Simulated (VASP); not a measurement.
# TiC (P1) in VASP: further runs, part 3 of 3

VASP 6.6.1. The steps go on from the part before.

**6. Single point, PBE**

This run uses another cell than the first one, of 9.97 Å³/atom, 1.005 times its volume.

Input file INCAR:

```
PREC = Accurate ; ENCUT = 520
EDIFF = 1E-6 ; ISMEAR = -1
SIGMA = 0.1 ; LREAL = F
LASPH = T ; NELM = 100
ALGO = Normal ; ISIF = 2
LWAVE = F ; LCHARG = F
GGA = PE ; NBANDS = 15
```

Input file KPOINTS:

```
regular mesh
0
Gamma
  6 6 6
```

Input file POSCAR:

```
TiC
1.0
   -0.0248512813      2.0865059631      2.1371100232
    2.1518945823     -0.0539896840      2.1662484259
    2.1432902894      2.1070300564     -0.0453853912
Ti C
1 1
Direct
    0.9257500000      0.0040000000      0.0310000000
    0.4222100000      0.5576400000      0.5496500000
```

Potentials or basis: VASP PAW PBE potentials, release 64 (Ti_sv, C).

Launch:

```
cat potpaw_PBE.64/Ti_sv/POTCAR potpaw_PBE.64/C/POTCAR > POTCAR
mpirun -np 1 vasp_std > vasp.out
```

OUTCAR:

```text
PREC = Accurate
   ENCUT = 520
   EDIFF = 1E-6
   ISMEAR = -1
   LREAL = F
   LASPH = T
   NELM = 100
   ISIF = 2
   GGA = PE

 ion  position               nearest neighbor table
   1  0.926  0.004  0.031-   2 2.01   2 2.07   2 2.11   2 2.16   2 2.29   2 2.32
   2  0.422  0.558  0.550-   1 2.01   1 2.07   1 2.11   1 2.16   1 2.29   1 2.32

  LATTYP: Found a triclinic cell.
 ALAT       =     2.9868652416
 B/A-ratio  =     1.0299929429
 C/A-ratio  =     1.0224372730
 COS(alpha) =     0.0067400169
 COS(beta)  =     0.4893237886
 COS(gamma) =     0.5087952795

  Lattice vectors:

 A1 = (  -0.0248512813,   2.0865059631,   2.1371100232)
 A2 = (  -2.1681415707,  -0.0205240933,   2.1824954144)
 A3 = (   2.1518945823,  -0.0539896840,   2.1662484259)

Analysis of symmetry for initial positions (statically):
=====================================================================
 Subroutine PRICEL returns:
 Original cell was already a primitive cell.

 Routine SETGRP: Setting up the symmetry group for a
 triclinic supercell.

 Subroutine GETGRP returns: Found  1 space group operations
 (whereof  1 operations were pure point group operations)
 out of a pool of  2 trial point group operations.

The static configuration has the point symmetry C_1 .

Analysis of symmetry for dynamics (positions and initial velocities):
=====================================================================
 Subroutine PRICEL returns:
 Original cell was already a primitive cell.

 Routine SETGRP: Setting up the symmetry group for a
 triclinic supercell.

 Subroutine GETGRP returns: Found  1 space group operations
 (whereof  1 operations were pure point group operations)
 out of a pool of  2 trial point group operations.

The dynamic configuration has the point symmetry C_1 .

 Subroutine INISYM returns: Found  1 space group operations
 (whereof  1 operations are pure point group operations),
 and found     1 'primitive' translations

----------------------------------------------------------------------------------------

                                     Primitive cell

  volume of cell :      19.9418

  direct lattice vectors                    reciprocal lattice vectors
    -0.024851281  2.086505963  2.137110023    -0.228761103  0.237720370  0.233170037
     2.151894582 -0.053989684  2.166248426     0.230553911 -0.229634600  0.226878129
     2.143290289  2.107030056 -0.045385391     0.232440414  0.233312823 -0.225085349

  length of vectors
     2.986865242  3.053882352  3.005882359     0.403993667  0.396687334  0.398907049

  position of ions in fractional coordinates (direct lattice)
     0.925750000  0.004000000  0.031000000
     0.422210000  0.557640000  0.549650000

  ion indices of the primitive-cell ions
   primitive index   ion index
                 1           1
                 2           2

----------------------------------------------------------------------------------------

 KPOINTS: regular mesh

Automatic generation of k-mesh.
 Grid dimensions read from file:
 generate k-points for:    6    6    6

 Generating k-lattice:

  Cartesian coordinates                     Fractional coordinates (reciprocal lattice)
    -0.038126851  0.039620062  0.038861673     0.166666667 -0.000000000 -0.000000000
     0.038425652 -0.038272433  0.037813021     0.000000000  0.166666667  0.000000000
     0.038740069  0.038885471 -0.037514225     0.000000000  0.000000000  0.166666667

  Length of vectors
     0.067332278  0.066114556  0.066484508

  Shift w.r.t. Gamma in fractional coordinates (k-lattice)
     0.000000000  0.000000000  0.000000000

 Subroutine IBZKPT returns following result:
 ===========================================

 Found    112 irreducible k-points:

 Following reciprocal coordinates:
            Coordinates               Weight
  0.000000  0.000000  0.000000      1.000000
  0.166667  0.000000  0.000000      2.000000
  0.333333  0.000000  0.000000      2.000000
  0.500000 -0.000000  0.000000      1.000000
  0.000000  0.166667 -0.000000      2.000000
  0.166667  0.166667 -0.000000      2.000000
[... 16 lines left out ...]
  0.333333 -0.000000  0.166667      2.000000
  0.500000 -0.000000  0.166667      2.000000
 [... further k-points ...]
   k-points           NKPTS =    112   k-points in BZ     NKDIM =    112   number of bands    NBANDS=     15
   number of dos      NEDOS =    301   number of ions     NIONS =      2
   total plane-waves  NPLWV =  13824
   dimension x,y,z NGX =    24 NGY =   24 NGZ =   24
   dimension x,y,z NGXF=    48 NGYF=   48 NGZF=   48
   ions per type =               1   1
   NGX,Y,Z   is equivalent  to a cutoff of  13.36, 13.07, 13.27 a.u.
   NGXF,Y,Z  is equivalent  to a cutoff of  26.72, 26.13, 26.55 a.u.
 SYSTEM =  unknown system
   PREC   = accura    normal or accurate (medium, high low for compatibility)
   ISTART =      0    job   : 0-new  1-cont  2-samecut
   ICHARG =      2    charge: 1-file 2-atom 10-const
   ISPIN  =      1    spin polarized calculation?
   LNONCOLLINEAR =      F non collinear calculations
   LSORBIT =      F    spin-orbit coupling
   LASPH  =      T    aspherical Exc in radial PAW
   ENCUT  =  520.0 eV  38.22 Ry    6.18 a.u.   5.55  5.68  5.59*2*pi/ulx,y,z
   NELM   =    100;   NELMIN=  2; NELMDL= -5     # of ELM steps
   EDIFF  = 0.1E-05   stopping-criterion for ELM
   LREAL  =      F    real-space projection
   EDIFFG = 0.1E-04   stopping-criterion for IOM
   NSW    =      0    number of steps for IOM
   IBRION =     -1    ionic relax: 0-MD 1-quasi-New 2-CG
   NFREE  =      0    steps in history (QN), initial steepest desc. (CG)
   ISIF   =      2    stress and relaxation
   ISYM   =      2    0-nonsym 1-usesym 2-fastsym
   POTIM  = 0.5000    time-step for ionic-motion
   TEBEG  =    0.0;   TEEND  =   0.0 temperature during run
   PSTRESS=    0.0 pullay stress
   NELECT =      16.0000    total number of electrons
   NUPDOWN=      -1.0000    fix difference up-down
   EMIN   =  10.00;   EMAX   =-10.00  energy-range for DOS
   EFERMI =   0.00;   METHOD = LEGACY
   ISMEAR =    -1;   SIGMA  =   0.10  broadening in eV -4-tet -1-fermi 0-gaus
   EFERMI_NEDOS =   21; number of points for ismear=-14 and -15
   IALGO  =     38    algorithm
   IMIX   =      4    mixing-type and parameters
     AMIX     =   0.40;   BMIX     =  1.00
     AMIX_MAG =   1.60;   BMIX_MAG =  1.00
  volume/ion in A,a.u.               =       9.97        67.29
  Fermi-wavevector in a.u.,A,eV,Ry     =   1.521226  2.874700 31.485614  2.314127
  Thomas-Fermi vector in A             =   2.629969
   LORBIT       =      0    0 simple, 1 ext, 2 COOP (PROOUT), +10 PAW based schemes
   GGA     = PE    functional components
[... 5 lines left out ...]
 non-spin polarized calculation
  energy-cutoff  :      520.00
  volume of cell :       19.94
 maximum number of plane-waves:       548
 NGX is ok and might be reduce to    24

 number of electron      16.0000000 magnetization

 Free energy of the ion-electron system (eV)
  ---------------------------------------------------
  ext. energy  EPLUGINS =         0.00000000
  ---------------------------------------------------
  free energy    TOTEN  =       -18.51782539 eV

  energy without entropy =      -18.51166645  energy(sigma->0) =      -18.51474592

 E-fermi :   9.7443     XC(G=0): -12.7750

 val. band max:        9.7230263914   @ k =   0.0000   0.0000   0.0000
 cond. band min:       9.7920930504   @ k =   0.0000   0.3333   0.3333
 fundamental gap:      0.0690666590
 Fermi energy:         9.7442987759

 k-point     1 :       0.0000    0.0000    0.0000
  band No.  band energies     occupation
      1     -46.8893      2.00000
      2     -22.9277      2.00000
      3     -22.9104      2.00000
      4     -22.8885      2.00000
      5      -2.8203      2.00000
      6       9.4380      1.91070
      7       9.7230      1.10596
      8       9.9414      0.24458
      9      10.2414      0.01377
     10      11.1015      0.00000
     11      12.3023      0.00000
     12      12.6264      0.00000
     13      12.9652      0.00000
     14      20.2384      0.00000
[... 401 lines left out ...]
      2     -23.3978      2.00000
      3     -23.0321      2.00000
      4     -23.0093      2.00000
      5       0.3783      2.00000
      6       4.4948      2.00000
      7       6.5494      2.00000
      8       7.5187      2.00000
      9      11.5079      0.00000
     10      12.7318      0.00000
     11      13.7287      0.00000
     12      16.3009      0.00000
     13      16.8861      0.00000
     14      20.5443      0.00000
     15      23.7709      0.00000

 [... further k-points ...]

------------------------ aborting loop because EDIFF is reached ----------------------------------------

  FORCE on cell =-STRESS in cart. coord.  units (eV):
  Direction    XX          YY          ZZ          XY          YZ          ZX
  --------------------------------------------------------------------------------------
  -------------------------------------------------------------------------------------
  Total        1.4709380      1.5121549      0.6543569      0.2358892      0.6946411     -0.1229038
  in kB      118.1792845    121.4907661     52.5728682     18.9519968     55.8094135     -9.8744337
  external PRESSURE =      97.4143063 kB  Pullay stress =       0.0000000 kB

 VOLUME and BASIS-vectors are now :
 -----------------------------------------------------------------------------
  energy-cutoff  :      520.00
  volume of cell :       19.94
      direct lattice vectors                 reciprocal lattice vectors
    -0.024851281  2.086505963  2.137110023    -0.228761103  0.237720370  0.233170037
     2.151894582 -0.053989684  2.166248426     0.230553911 -0.229634600  0.226878129
     2.143290289  2.107030056 -0.045385391     0.232440414  0.233312823 -0.225085349

 POSITION                                       TOTAL-FORCE (eV/Angst)
 -----------------------------------------------------------------------------------
      0.05204      1.99668      1.98569         1.409007      0.217336      0.862194
      2.36755      2.00897      2.08535        -1.409007     -0.217336     -0.862194
 -----------------------------------------------------------------------------------
    total drift:                                0.000172     -0.000083      0.000104

  FREE ENERGIE OF THE ION-ELECTRON SYSTEM (eV)
  ---------------------------------------------------
  free  energy   TOTEN  =       -18.5178253850 eV

  energy  without entropy=      -18.5116664538  energy(sigma->0) =      -18.51474592
```

It took 21 s on 1 thread of Intel Xeon Platinum 8259CL at 2.50GHz (Skylake/Cascade Lake), shared host; peak memory 0.16 GiB.

What came out:

```yaml
Free_energy: -18.5178 eV
Pressure: 9.7 GPa
Largest_force: 1.666 eV/Å
Band_gap_on_the_k_mesh: zero (band 8 reaches 9.94 eV, above the bottom of band 9 at 9.79 eV)
```

Forces in eV/Å, atoms in the order of the input:
```
Ti   1.409  0.217  0.862
C   -1.409 -0.217 -0.862
```

Stress tensor (GPa, compression positive):
```
11.82  1.90 -0.99
 1.90 12.15  5.58
-0.99  5.58  5.26
```

Caveat: the k points lie up to 0.42 Å⁻¹ apart; forces of over 1 eV/Å act on the atoms, so gaps and moduli don't describe the material at rest.

**7. Overview**

```tsv
cell	gap on the mesh (eV)	pressure (GPa)	largest force (eV/Å)
a = 2.982, b = 3.049, c = 3.001 Å, angles 61.4, 61.8, 60.7°, 2 atoms	none	10.7	1.63
a = 2.977, b = 3.044, c = 2.996 Å, angles 61.4, 61.8, 60.7°, 2 atoms	none	12.6	1.73
a = 2.987, b = 3.054, c = 3.006 Å, angles 61.4, 61.8, 60.7°, 2 atoms	none	9.7	1.67
```

Some of these runs hold the atoms at other places in the same cell, which the table doesn't show; runs alike in all that it shows share one row.

Alike in all rows: task single point; level PBE; potentials or basis VASP PAW PBE potentials, release 64 (Ti_sv, C); no spin polarisation; k mesh 6 × 6 × 6; cutoff (eV) 520; smearing fermi-dirac 0.1 eV.

Caveats: all runs use coarse meshes; forces of over 1 eV/Å act on the atoms, so gaps and moduli don't describe the material at rest.

Total energies depend on the potentials used, so only differences within one code and one set of settings carry meaning.
